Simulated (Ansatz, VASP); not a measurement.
**One calculation of Sc, two programs**

Contents of INCAR:

```
ALGO     = Fast           # electronic algorithm
EDIFF    = 1E-6           # SCF threshold, eV
ENCUT    = 520            # plane-wave cutoff, eV
GGA      = PS             # functional
ISIF     = 2              # what is computed and relaxed
ISMEAR   = 0              # smearing method
LASPH    = T              # aspherical terms in the spheres
LCHARG   = F              # write CHGCAR
LREAL    = F              # projectors in reciprocal space
LWAVE    = F              # write WAVECAR
NBANDS   = 30             # bands
NELM     = 80             # most SCF steps
PREC     = Accurate       # precision mode
SIGMA    = 0.1            # smearing width, eV
```

The input KPOINTS:

```
k-points
0
Gamma
  10 10 10
```

POSCAR

```
Sc
1.0
   -3.0195819638      3.0195819638      2.7274604230
    3.0195819638     -3.0195819638      2.7274604230
    3.0195819638      3.0195819638     -2.7274604230
Sc
4
Direct
    0.1773138646      0.3274569445      0.5047708092
    0.6725430555      0.1773138646      0.8498569101
    0.3274569445      0.8226861354      0.1501430899
    0.8226861354      0.6725430555      0.4952291908
```

Input for Ansatz:

```yaml
crystal:
  lattice:
    - [-3.0195819638, 3.0195819638, 2.727460423]
    - [3.0195819638, -3.0195819638, 2.727460423]
    - [3.0195819638, 3.0195819638, -2.727460423]
  atoms:
    - { symbol: Sc, position: [0.1773138646, 0.3274569445, 0.5047708092] }
    - { symbol: Sc, position: [0.6725430555, 0.1773138646, 0.8498569101] }
    - { symbol: Sc, position: [0.3274569445, 0.8226861354, 0.1501430899] }
    - { symbol: Sc, position: [0.8226861354, 0.6725430555, 0.4952291908] }
basis:
  ecutwfc: 420
kpoints:
  mp_grid: { grid: [10, 10, 10] }
hamiltonian:
  xc: pbesol
scf:
  occupations: { method: gaussian, width: 0.1 }
output:
  forces: true
  stress: true
  eigenvalues: true
```

Alike in both runs: task single point; functional PBEsol; k mesh 10 × 10 × 10; occupations gaussian, width 0.1 eV; no spin polarisation.

```csv
,VASP,Ansatz
version,VASP 6.6.1,Ansatz 0.2.0
potentials or method,"VASP PAW PBE potentials, release 64 (Sc_sv), cutoff 520 eV","scalar-relativistic, plane waves, PAW"
valence electrons in the cell,44,44
```

Ansatz gave:

- gap on the k mesh at the Fermi level (eV): none
- pressure (GPa): -0.7
- traceless stress, the component that is largest in VASP (GPa): -0.14
- rms of the force components (eV/Å): 0.429

Problem. Which values does VASP return?

Solution. gap on the k mesh at the Fermi level (eV): none; pressure (GPa): -0.7; traceless stress, the component that is largest in VASP (GPa): -0.14; rms of the force components (eV/Å): 0.428.

VASP's potentials were made for PBE, not for PBEsol. Atom by atom the forces differ by 0.001 eV/Å (rms over components). A gap of «none» marks a metal or a gap that the smearing closes. With one functional, cell and mesh, what is left measures potentials, basis and numerics.
